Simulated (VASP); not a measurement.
# TaF4 (F-43m) in VASP: notebook

The runs below take TaF4 through single point, relaxation of cell and atoms, with PBE.

Everything below comes from runs of VASP 6.6.1. Logs are shortened: lines on timing, memory, paths and dates and some standing lists are left out, and cuts for length are marked.

## Step 1: The cell of the first run

The structure is cubic, space group F-43m (No. 216). The conventional cell has a = 6.064 Å, b = 6.064 Å, c = 6.064 Å, α = 90.00°, β = 90.00°, γ = 90.00°. Ta (site symmetry -43m) has 12 F at 2.51 Å within 3.3 Å. Within 2.8 Å of F (site symmetry 3m) lie 6 F at 2.14 Å and 3 Ta at 2.51 Å.

## Step 2: Single point, PBE

INCAR reads:

```
PREC = Accurate
ENCUT = 520
EDIFF = 1E-6
ISMEAR = 0
SIGMA = 0.1
LREAL = False
LASPH = True
NELM = 60
ALGO = Normal
ISIF = 2
LWAVE = False
LCHARG = False
GGA = PE
NBANDS = 28
```

KPOINTS reads:

```
regular mesh
0
Gamma
  4 4 4
```

POSCAR reads:

```
TaF4
1.0
    0.0000000000      3.0320899593      3.0320899593
    3.0320899593      0.0000000000      3.0320899593
    3.0320899593      3.0320899593      0.0000000000
Ta F
1 4
Direct
    0.5000000000      0.5000000000      0.5000000000
    0.8749632567      0.8749632567      0.8749632567
    0.8749632567      0.8749632567      0.3751102299
    0.8749632567      0.3751102299      0.8749632567
    0.3751102299      0.8749632567      0.8749632567
```

Potentials or basis: VASP PAW PBE potentials, release 64 (Ta_pv, F).

On the command line:

```bash
cat potpaw_PBE.64/Ta_pv/POTCAR potpaw_PBE.64/F/POTCAR > POTCAR
mpirun -np 1 vasp_std > vasp.out
```

OUTCAR:

```text
PREC = Accurate
   ENCUT = 520
   EDIFF = 1E-6
   ISMEAR = 0
   LREAL = False
   LASPH = True
   NELM = 60
   ISIF = 2
   GGA = PE

 ion  position               nearest neighbor table
   1  0.500  0.500  0.500-   3 2.51   4 2.51   5 2.51   2 2.51   4 2.51   5 2.51   2 2.51   3 2.51
                             5 2.51   2 2.51   3 2.51   4 2.51
   2  0.875  0.875  0.875-   1 2.51   1 2.51   1 2.51
   3  0.875  0.875  0.375-   1 2.51   1 2.51   1 2.51
   4  0.875  0.375  0.875-   1 2.51   1 2.51   1 2.51
   5  0.375  0.875  0.875-   1 2.51   1 2.51   1 2.51

  LATTYP: Found a face centered cubic cell.
 ALAT       =     6.0641799186

  Lattice vectors:

 A1 = (   0.0000000000,   3.0320899593,   3.0320899593)
 A2 = (   3.0320899593,   0.0000000000,   3.0320899593)
 A3 = (   3.0320899593,   3.0320899593,   0.0000000000)

Analysis of symmetry for initial positions (statically):
=====================================================================
 Subroutine PRICEL returns:
 Original cell was already a primitive cell.

 Routine SETGRP: Setting up the symmetry group for a
 face centered cubic supercell.

 Subroutine GETGRP returns: Found 24 space group operations
 (whereof 24 operations were pure point group operations)
 out of a pool of 48 trial point group operations.

The static configuration has the point symmetry T_d .

Analysis of symmetry for dynamics (positions and initial velocities):
=====================================================================
 Subroutine PRICEL returns:
 Original cell was already a primitive cell.

 Routine SETGRP: Setting up the symmetry group for a
 face centered cubic supercell.

 Subroutine GETGRP returns: Found 24 space group operations
 (whereof 24 operations were pure point group operations)
 out of a pool of 48 trial point group operations.

The dynamic configuration has the point symmetry T_d .

 Subroutine INISYM returns: Found 24 space group operations
 (whereof 24 operations are pure point group operations),
 and found     1 'primitive' translations

----------------------------------------------------------------------------------------

                                     Primitive cell

  volume of cell :      55.7515

  direct lattice vectors                    reciprocal lattice vectors
     0.000000000  3.032089959  3.032089959    -0.164902759  0.164902759  0.164902759
     3.032089959  0.000000000  3.032089959     0.164902759 -0.164902759  0.164902759
     3.032089959  3.032089959  0.000000000     0.164902759  0.164902759 -0.164902759

  length of vectors
     4.288022743  4.288022743  4.288022743     0.285619957  0.285619957  0.285619957

  position of ions in fractional coordinates (direct lattice)
     0.500000000  0.500000000  0.500000000
     0.874963257  0.874963257  0.874963257
     0.874963257  0.874963257  0.375110230
     0.874963257  0.375110230  0.874963257
     0.375110230  0.874963257  0.874963257

  ion indices of the primitive-cell ions
   primitive index   ion index
                 1           1
                 2           2
                 3           3
                 4           4
                 5           5

----------------------------------------------------------------------------------------

 KPOINTS: regular mesh

Automatic generation of k-mesh.
 Grid dimensions read from file:
 generate k-points for:    4    4    4

 Generating k-lattice:

  Cartesian coordinates                     Fractional coordinates (reciprocal lattice)
    -0.041225690  0.041225690  0.041225690     0.250000000  0.000000000  0.000000000
     0.041225690 -0.041225690  0.041225690     0.000000000  0.250000000  0.000000000
     0.041225690  0.041225690 -0.041225690     0.000000000  0.000000000  0.250000000

  Length of vectors
     0.071404989  0.071404989  0.071404989

  Shift w.r.t. Gamma in fractional coordinates (k-lattice)
     0.000000000  0.000000000  0.000000000

 Subroutine IBZKPT returns following result:
 ===========================================

 Found      8 irreducible k-points:

 Following reciprocal coordinates:
            Coordinates               Weight
  0.000000  0.000000  0.000000      1.000000
  0.250000  0.000000  0.000000      8.000000
  0.500000  0.000000  0.000000      4.000000
  0.250000  0.250000  0.000000      6.000000
  0.500000  0.250000  0.000000     24.000000
 -0.250000  0.250000  0.000000     12.000000
  0.500000  0.500000  0.000000      3.000000
 -0.250000  0.500000  0.250000      6.000000
   k-points           NKPTS =      8   k-points in BZ     NKDIM =      8   number of bands    NBANDS=     28
   number of dos      NEDOS =    301   number of ions     NIONS =      5
   total plane-waves  NPLWV =  32768
   dimension x,y,z NGX =    32 NGY =   32 NGZ =   32
   dimension x,y,z NGXF=    64 NGYF=   64 NGZF=   64
   ions per type =               1   4
   NGX,Y,Z   is equivalent  to a cutoff of  12.41, 12.41, 12.41 a.u.
   NGXF,Y,Z  is equivalent  to a cutoff of  24.81, 24.81, 24.81 a.u.
 SYSTEM =  unknown system
   PREC   = accura    normal or accurate (medium, high low for compatibility)
   ISTART =      0    job   : 0-new  1-cont  2-samecut
   ICHARG =      2    charge: 1-file 2-atom 10-const
   ISPIN  =      1    spin polarized calculation?
   LNONCOLLINEAR =      F non collinear calculations
   LSORBIT =      F    spin-orbit coupling
   LASPH  =      T    aspherical Exc in radial PAW
   ENCUT  =  520.0 eV  38.22 Ry    6.18 a.u.   7.97  7.97  7.97*2*pi/ulx,y,z
   NELM   =     60;   NELMIN=  2; NELMDL= -5     # of ELM steps
   EDIFF  = 0.1E-05   stopping-criterion for ELM
   LREAL  =      F    real-space projection
   EDIFFG = 0.1E-04   stopping-criterion for IOM
   NSW    =      0    number of steps for IOM
   IBRION =     -1    ionic relax: 0-MD 1-quasi-New 2-CG
   NFREE  =      0    steps in history (QN), initial steepest desc. (CG)
   ISIF   =      2    stress and relaxation
   ISYM   =      2    0-nonsym 1-usesym 2-fastsym
   POTIM  = 0.5000    time-step for ionic-motion
   TEBEG  =    0.0;   TEEND  =   0.0 temperature during run
   PSTRESS=    0.0 pullay stress
   NELECT =      39.0000    total number of electrons
   NUPDOWN=      -1.0000    fix difference up-down
   EMIN   =  10.00;   EMAX   =-10.00  energy-range for DOS
   EFERMI =   0.00;   METHOD = LEGACY
   ISMEAR =     0;   SIGMA  =   0.10  broadening in eV -4-tet -1-fermi 0-gaus
   EFERMI_NEDOS =   21; number of points for ismear=-14 and -15
   IALGO  =     38    algorithm
   IMIX   =      4    mixing-type and parameters
     AMIX     =   0.40;   BMIX     =  1.00
     AMIX_MAG =   1.60;   BMIX_MAG =  1.00
  volume/ion in A,a.u.               =      11.15        75.25
  Fermi-wavevector in a.u.,A,eV,Ry     =   1.453263  2.746269 28.735151  2.111974
  Thomas-Fermi vector in A             =   2.570550
   LORBIT       =      0    0 simple, 1 ext, 2 COOP (PROOUT), +10 PAW based schemes
   GGA     = PE    functional components
   LHFCALC =     F    Hartree Fock is set to
   AEXX    =    0.0000 exact exchange contribution
   IVDW    =     0    specifies the selected vdW correction
   LEPSILON=     F    determine dielectric tensor
   LRPA    =     F    only Hartree local field effects (RPA)
 non-spin polarized calculation
 Gauss-broadening in eV      SIGMA  =   0.10
  energy-cutoff  :      520.00
  volume of cell :       55.75
 maximum number of plane-waves:      1524
   NGX = 15   NGY = 15   NGZ = 15

 number of electron      39.0000043 magnetization

 Free energy of the ion-electron system (eV)
  ---------------------------------------------------
  ext. energy  EPLUGINS =         0.00000000
  ---------------------------------------------------
  free energy    TOTEN  =       -22.91178866 eV

  energy without entropy =      -22.88891512  energy(sigma->0) =      -22.90035189

 E-fermi :   3.3426     XC(G=0): -11.0177

 val. band max:        3.3326016525   @ k =  -0.2500   0.2500   0.0000
 cond. band min:       3.4656621302   @ k =   0.2500   0.2500   0.0000
 fundamental gap:      0.1330604777
 Fermi energy:         3.3425624222

 k-point     1 :       0.0000    0.0000    0.0000
  band No.  band energies     occupation
      1     -34.2594      2.00000
      2     -34.2594      2.00000
      3     -34.2594      2.00000
      4     -21.2071      2.00000
      5     -18.4403      2.00000
      6     -18.4403      2.00000
[... 20 lines left out ...]
     27      14.2292      0.00000
     28      14.2292      0.00000

 k-point     2 :       0.2500    0.0000    0.0000
  band No.  band energies     occupation
      1     -34.2718      2.00000
      2     -34.2607      2.00000
      3     -34.2607      2.00000
      4     -20.9266      2.00000
      5     -18.8045      2.00000
      6     -18.4592      2.00000
[... 20 lines left out ...]
     27      13.6617      0.00000
     28      14.7231      0.00000

 k-point     3 :       0.5000    0.0000    0.0000
  band No.  band energies     occupation
      1     -34.2842      2.00000
      2     -34.2620      2.00000
      3     -34.2620      2.00000
      4     -20.5087      2.00000
      5     -19.3026      2.00000
      6     -18.4778      2.00000
[... 20 lines left out ...]
     27      13.6603      0.00000
     28      15.3061      0.00000

 k-point     4 :       0.2500    0.2500    0.0000
  band No.  band energies     occupation
      1     -34.2707      2.00000
      2     -34.2637      2.00000
      3     -34.2637      2.00000
      4     -20.8289      2.00000
      5     -18.9415      2.00000
      6     -18.4553      2.00000
[... 20 lines left out ...]
     27      13.6623      0.00000
     28      14.5028      0.00000

 k-point     5 :       0.5000    0.2500    0.0000
  band No.  band energies     occupation
      1     -34.2798      2.00000
      2     -34.2680      2.00000
      3     -34.2650      2.00000
      4     -20.3583      2.00000
      5     -19.4665      2.00000
      6     -18.4922      2.00000
[... 20 lines left out ...]
     27      13.6101      0.00000
     28      13.6697      0.00000

 k-point     6 :      -0.2500    0.2500    0.0000
  band No.  band energies     occupation
      1     -34.2774      2.00000
      2     -34.2686      2.00000
      3     -34.2620      2.00000
      4     -20.5434      2.00000
      5     -19.2504      2.00000
      6     -18.4895      2.00000
[... 20 lines left out ...]
     27      13.4859      0.00000
     28      13.6635      0.00000

 k-point     7 :       0.5000    0.5000    0.0000
  band No.  band energies     occupation
      1     -34.2815      2.00000
      2     -34.2680      2.00000
      3     -34.2680      2.00000
      4     -19.9696      2.00000
      5     -19.9034      2.00000
      6     -18.4696      2.00000
[... 20 lines left out ...]
     27      13.6617      0.00000
     28      14.4792      0.00000

 k-point     8 :      -0.2500    0.5000    0.2500
  band No.  band energies     occupation
      1     -34.2779      2.00000
      2     -34.2716      2.00000
      3     -34.2682      2.00000
      4     -19.9694      2.00000
      5     -19.8648      2.00000
      6     -18.5166      2.00000
[... 20 lines left out ...]
     27      13.2384      0.00000
     28      14.1424      0.00000

------------------------ aborting loop because EDIFF is reached ----------------------------------------

  FORCE on cell =-STRESS in cart. coord.  units (eV):
  Direction    XX          YY          ZZ          XY          YZ          ZX
  --------------------------------------------------------------------------------------
  -------------------------------------------------------------------------------------
  Total       -0.1389301     -0.1389301     -0.1389301      0.0000000      0.0000000      0.0000000
  in kB       -3.9925518     -3.9925518     -3.9925518      0.0000000      0.0000000      0.0000000
  external PRESSURE =      -3.9925518 kB  Pullay stress =       0.0000000 kB

 VOLUME and BASIS-vectors are now :
 -----------------------------------------------------------------------------
  energy-cutoff  :      520.00
  volume of cell :       55.75
      direct lattice vectors                 reciprocal lattice vectors
     0.000000000  3.032089959  3.032089959    -0.164902759  0.164902759  0.164902759
     3.032089959  0.000000000  3.032089959     0.164902759 -0.164902759  0.164902759
     3.032089959  3.032089959  0.000000000     0.164902759  0.164902759 -0.164902759

 POSITION                                       TOTAL-FORCE (eV/Angst)
 -----------------------------------------------------------------------------------
      3.03209      3.03209      3.03209        -0.000000     -0.000000     -0.000000
      5.30593      5.30593      5.30593         0.007267      0.007267      0.007267
      3.79034      3.79034      5.30593        -0.007267     -0.007267      0.007267
      3.79034      5.30593      3.79034        -0.007267      0.007267     -0.007267
      5.30593      3.79034      3.79034         0.007267     -0.007267     -0.007267
 -----------------------------------------------------------------------------------
    total drift:                               -0.000000     -0.000000     -0.000000

  FREE ENERGIE OF THE ION-ELECTRON SYSTEM (eV)
  ---------------------------------------------------
  free  energy   TOTEN  =       -22.9117886555 eV

  energy  without entropy=      -22.8889151167  energy(sigma->0) =      -22.90035189
```

Run time: 13 s. Hardware: 1 thread of AMD EPYC 9R45 (Zen 5), shared host; peak memory 0.15 GiB.

What came out:

```yaml
Free_energy: -22.9118 eV
Pressure: -0.4 GPa
Largest_force: 0.013 eV/Å
```

Forces on the atoms (eV/Å):
```
Ta   0.000  0.000  0.000
F    0.007  0.007  0.007
F   -0.007 -0.007  0.007
F   -0.007  0.007 -0.007
F    0.007 -0.007 -0.007
```

Caveat: the k points lie up to 0.45 Å⁻¹ apart; spin-orbit coupling is left out, which moves the levels of the heavy elements; an odd number of electrons without spin polarisation forces a metal; a magnetic or distorted state may lie lower.

(Continued in part 2 of 2.)
